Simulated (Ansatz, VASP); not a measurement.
**Two plane-wave programs on Pb**

```
Pb
1.0
    -1.88301    1.88301    1.88301
     1.88301   -1.88301    1.88301
     1.88301    1.88301   -1.88301
Pb
1
Direct
  0.00000 0.00000 0.00000
```

Alike in both runs: task single point; functional PBE; dispersion D3(BJ); k mesh 16 × 16 × 16; occupations gaussian, width 0.1 eV; no spin polarisation.

|  | VASP | Ansatz |
| --- | --- | --- |
| version | VASP 6.6.1 | Ansatz 0.2.0 |
| potentials or method | VASP PAW PBE potentials, release 64 (Pb_d), cutoff 520 eV | scalar-relativistic, plane waves, PAW |
| valence electrons in the cell | 14 | 14 |

|  | VASP | Ansatz | Ansatz less VASP |
| --- | --- | --- | --- |
| gap on the k mesh at the Fermi level (eV) | none | none | - |
| pressure (GPa) | 7.7 | 7.7 | +0.01 |

A gap of «none» marks a metal or a gap that the smearing closes.

Spin-orbit coupling is off throughout.
